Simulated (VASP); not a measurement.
Input of a VASP 6.6.1 run:

The input INCAR:

```
SYSTEM = WF3
ALGO     = Normal         ! electronic algorithm
EDIFF    = 1E-6           ! SCF threshold, eV
EDIFFG   = -0.04          ! ionic threshold
ENCUT    = 600            ! plane-wave cutoff, eV
GGA      = PE             ! functional
IBRION   = 2              ! ionic algorithm
ISIF     = 3              ! what is computed and relaxed
ISMEAR   = 0              ! smearing method
ISPIN    = 2              ! spin polarisation
LASPH    = .TRUE.         ! aspherical terms in the spheres
LCHARG   = .FALSE.        ! write CHGCAR
LMAXMIX  = 4              ! l up to which the mixer works
LORBIT   = 11             ! projections on sites
LREAL    = .FALSE.        ! projectors in reciprocal space
LWAVE    = .FALSE.        ! write WAVECAR
MAGMOM   = 1.63 0.1 0.1 0.1 ! initial moments
NELM     = 150            ! most SCF steps
NSW      = 90             ! ionic steps
PREC     = Accurate       ! precision mode
SIGMA    = 0.1            ! smearing width, eV
```

Contents of KPOINTS:

```
k-points
0
G
  6 6 6
  0 0 0
```

POSCAR

```
WF3
1.0
    2.5705614700      1.4841143600      2.2348904500
   -2.5705614700      1.4841143600      2.2348904500
    0.0000000000     -2.9682287200      2.2348904500
W F
1 3
Direct
    0.0000000000      0.0000000000      0.0000000000
    0.0000000000      0.0000000000      0.5000000000
    0.5000000000      0.0000000000      0.0000000000
    0.0000000000      0.5000000000      0.0000000000
```

Potentials or basis: VASP PAW PBE potentials, release 64 (W_sv, F).

Run with:

```console
$ cat potpaw_PBE.64/W_sv/POTCAR potpaw_PBE.64/F/POTCAR > POTCAR
$ mpirun -np 1 vasp_std > vasp.out
```

What does it give for the space group after relaxing (to 0.1 Å)?

R-3m (No. 166).

Estimate the site moments.

W +2.39; F +0.07 μB.

What does it give for the net moment?

2.99 μB per cell.

Stress tensor (GPa, compression positive):
```
 0.24  0.00  0.00
 0.00  0.24  0.00
 0.00  0.00 -0.24
```
